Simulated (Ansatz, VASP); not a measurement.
**Fe: VASP beside Ansatz**

The input INCAR:

```
SYSTEM = Fe
ALGO     = Normal         ! electronic algorithm
EDIFF    = 1E-7           ! SCF threshold, eV
ENCUT    = 520            ! plane-wave cutoff, eV
GGA      = PE             ! functional
ISIF     = 2              ! what is computed and relaxed
ISMEAR   = 0              ! smearing method
ISPIN    = 2              ! spin polarisation
LASPH    = .True.         ! aspherical terms in the spheres
LCHARG   = .True.         ! write CHGCAR
LELF     = .True.         ! ELF
LMAXMIX  = 4              ! l up to which the mixer works
LORBIT   = 11             ! projections on sites
LREAL    = .False.        ! projectors in reciprocal space
LVHAR    = .True.       
LWAVE    = .False.        ! write WAVECAR
MAGMOM   = 0.8 0.8        ! initial moments
NBANDS   = 19             ! bands
NELM     = 150            ! most SCF steps
PREC     = Accurate       ! precision mode
SIGMA    = 0.1            ! smearing width, eV
```

The input KPOINTS:

```
k-points
0
Gamma
  6 12 12
  0 0 0
```

The input POSCAR:

```
Fe
1.0
    0.0000000000      3.5570000000      3.5570000000
    1.7785000000      0.0000000000      1.7785000000
    1.7785000000      1.7785000000      0.0000000000
Fe
2
Direct
    0.0000000000      0.0000000000      0.0000000000
    0.5000000000      0.0000000000      0.0000000000
```

Input for Ansatz:

```yaml
crystal:
  lattice:
    - [0.0, 3.557, 3.557]
    - [1.7785, 0.0, 1.7785]
    - [1.7785, 1.7785, 0.0]
  atoms:
    - { symbol: Fe, position: [0.0, 0.0, 0.0], spin: 0.8 }
    - { symbol: Fe, position: [0.5, 0.0, 0.0], spin: 0.8 }
magnetization:
  spin_polarized: true
hamiltonian:
  xc: pbe
  pseudopotentials: { kind: paw }
basis:
  ecutwfc: 420
kpoints:
  mp_grid: { grid: [6, 12, 12] }
scf:
  occupations: { method: gaussian, width: 0.1 }
  lower_state_search: "off"
output:
  forces: true
  stress: true
```

Change from the starting cell: parallel moments scaled by 0.2, plain SCF.

Alike in both runs: task single point; functional PBE; k mesh 6 × 12 × 12; occupations gaussian, width 0.1 eV; collinear spin.

|  | VASP | Ansatz |
| --- | --- | --- |
| version | VASP 6.6.1 | Ansatz 0.2.0 |
| potentials or method | VASP PAW PBE potentials, release 64 (Fe), cutoff 520 eV | PAW, plane waves, scalar-relativistic |
| valence electrons in the cell | 16 | 32 |

|  | VASP | Ansatz | Ansatz less VASP |
| --- | --- | --- | --- |
| pressure (GPa) | -10.3 | -10.3 | +0.04 |
| net moment per atom (μB) | 1.38 | 1.36 | -0.017 |
| size of the moment on the site where the two differ most (μB) | 1.37 | 1.38 | +0.012 |

Site moments also hang on the region over which each program counts them. VASP's potentials hold 16 valence electrons a cell and Ansatz's 32, so a difference there can come from the potentials and not from the codes.
